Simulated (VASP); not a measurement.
Set up this calculation in VASP 6.6.1, as the native input.

| Quantity | Value |
| --- | --- |
| Task | relaxation of the atoms |
| Functional | r2SCAN |
| Dispersion | D3(BJ) |
| Potentials or basis | VASP PAW PBE potentials, release 64 (C, O, H) |
| Cutoff | 520 eV |
| k mesh | 1 × 1 × 1 |
| Occupations | fermi-dirac, width 0.02 eV |
| Spin | no spin polarisation |
| Dipole correction | no |
| Further INCAR settings | LREAL = Auto; ALGO = Normal; EDIFF = 1e-06; IBRION = 2; EDIFFG = -0.3; NSW = 35 |

The system is H6C2O.

```xyz
36
Lattice="7.5291 0.0000 0.0000 0.0000 7.5291 0.0000 0.0000 0.0000 7.5291" Properties=species:S:1:pos:R:3 pbc="T T T"
C     3.1463    1.9857    4.4988
C     1.8688    1.3048    4.0626
C     5.0829    5.3634    5.9018
C     6.4716    5.3828    6.4995
C     2.7098    6.8631    1.0043
C     2.2288    5.4920    1.4222
C     5.1770    1.9134    1.5137
C     6.1374    0.8395    1.0548
O     1.7468    0.1090    4.8314
O     7.3397    4.7431    5.5652
O     2.3855    4.6307    0.2955
O     7.3811    1.0801    1.7116
H     0.9278   -0.3355    4.5575
H     1.0093    1.9693    4.2305
H     1.9084    1.0785    2.9876
H     3.2979    2.9148    3.9427
H     3.1013    2.2171    5.5648
H     3.9994    1.3274    4.3234
H     8.2352    4.7510    5.9414
H     6.7892    6.4187    6.6855
H     6.4758    4.8560    7.4643
H     4.3663    5.8424    6.5745
H     5.0792    5.8944    4.9479
H     4.7662    4.3336    5.7258
H     2.0785    3.7465    0.5553
H     2.8155    5.1297    2.2784
H     1.1767    5.5397    1.7372
H     2.6150    7.5737    1.8298
H     3.7572    6.8150    0.7000
H     2.1203    7.2245    0.1594
H     8.0049    0.3941    1.4223
H     5.7439   -0.1546    1.3104
H     6.2557    0.8790   -0.0374
H     4.1989    1.7835    1.0427
H     5.0546    1.8669    2.5975
H     5.5658    2.8993    1.2514
```

The input as run:

POSCAR

```
H6C2O
1.0
    7.5290720000      0.0000000000      0.0000000000
    0.0000000000      7.5290720000      0.0000000000
    0.0000000000      0.0000000000      7.5290720000
C O H
8 4 24
Direct
    0.4178846000      0.2637390000      0.5975209000
    0.2482055000      0.1732992000      0.5395944000
    0.6751077000      0.7123639000      0.7838736000
    0.8595470000      0.7149389000      0.8632545000
    0.3599146000      0.9115454000      0.1333921000
    0.2960318000      0.7294365000      0.1889002000
    0.6876078000      0.2541291000      0.2010422000
    0.8151627000      0.1115051000      0.1400999000
    0.2320127000      0.0144741000      0.6417056000
    0.9748499000      0.6299697000      0.7391586000
    0.3168365000      0.6150402000      0.0392507000
    0.9803441000      0.1434574000      0.2273265000
    0.1232275000     -0.0445662000      0.6053252000
    0.1340516000      0.2615556000      0.5618929000
    0.2534669000      0.1432478000      0.3968122000
    0.4380264000      0.3871329000      0.5236587000
    0.4119155000      0.2944659000      0.7391076000
    0.5311891000      0.1762984000      0.5742227000
    1.0937860000      0.6310208000      0.7891249000
    0.9017312000      0.8525164000      0.8879616000
    0.8601100000      0.6449673000      0.9913997000
    0.5799294000      0.7759765000      0.8732151000
    0.6746112000      0.7828827000      0.6571714000
    0.6330394000      0.5755798000      0.7604868000
    0.2760690000      0.4976030000      0.0737478000
    0.3739546000      0.6813230000      0.3026133000
    0.1562912000      0.7357686000      0.2307333000
    0.3473198000      1.0059337000      0.2430259000
    0.4990251000      0.9051596000      0.0929684000
    0.2816200000      0.9595407000      0.0211737000
    1.0631995000      0.0523384000      0.1889098000
    0.7628946000     -0.0205309000      0.1740418000
    0.8308665000      0.1167472000     -0.0049636000
    0.5576972000      0.2368832000      0.1384869000
    0.6713472000      0.2479620000      0.3450010000
    0.7392385000      0.3850773000      0.1662079000
```

INCAR.step1

```
SYSTEM = H6C2O
PREC = Accurate
ENCUT = 520
ISMEAR = -1
SIGMA = 0.02
LREAL = Auto
LASPH = .TRUE.
NELM = 60
GGA = PE
ALGO = Normal
EDIFF = 1E-4
LWAVE = .TRUE.
LCHARG = .FALSE.
```

INCAR.step2

```
SYSTEM = H6C2O
PREC = Accurate
ENCUT = 520
EDIFF = 1E-6
ISMEAR = -1
SIGMA = 0.02
LREAL = Auto
LASPH = .TRUE.
NELM = 60
ALGO = Normal
ISIF = 2
LWAVE = .FALSE.
LCHARG = .FALSE.
METAGGA = R2SCAN
LMIXTAU = .TRUE.
IVDW = 12
VDW_S6 = 1.0
VDW_S8 = 0.78981345
VDW_A1 = 0.49484001
VDW_A2 = 5.73083694
IBRION = 2
NSW = 35
EDIFFG = -0.3
ISTART = 1
```

KPOINTS

```
Automatic mesh
0
G
  1 1 1
  0 0 0
```

Potentials or basis: VASP PAW PBE potentials, release 64 (C, O, H).

The run is started by

```sh
$ cat potpaw_PBE.64/C/POTCAR potpaw_PBE.64/O/POTCAR potpaw_PBE.64/H/POTCAR > POTCAR
$ cp INCAR.step1 INCAR
$ mpirun -np 1 vasp_gam > vasp.out
$ cp INCAR.step2 INCAR
$ mpirun -np 1 vasp_gam > vasp.out
```

It gave:

- Energy gained by relaxing: 1.2 meV/atom
- Ionic steps: 6
- Pressure after relaxing: 0.0 GPa
- Largest force after relaxing: 0.191 eV/Å
- Band gap on the k mesh: 5.37 eV
- Dispersion energy per atom: -0.016 eV

Caveat: the k points lie up to 0.83 Å⁻¹ apart, too coarse for converged energies, forces and pressures; the PAW data sets were made with another functional, which shifts forces and pressure a little; the relaxation stopped at a loose force limit of 0.3 eV/Å, so its end isn't a converged minimum.

It took 12 min on 1 thread of Oxide Virtual Turin-like Processor, on a shared host, peak memory 0.47 GiB.
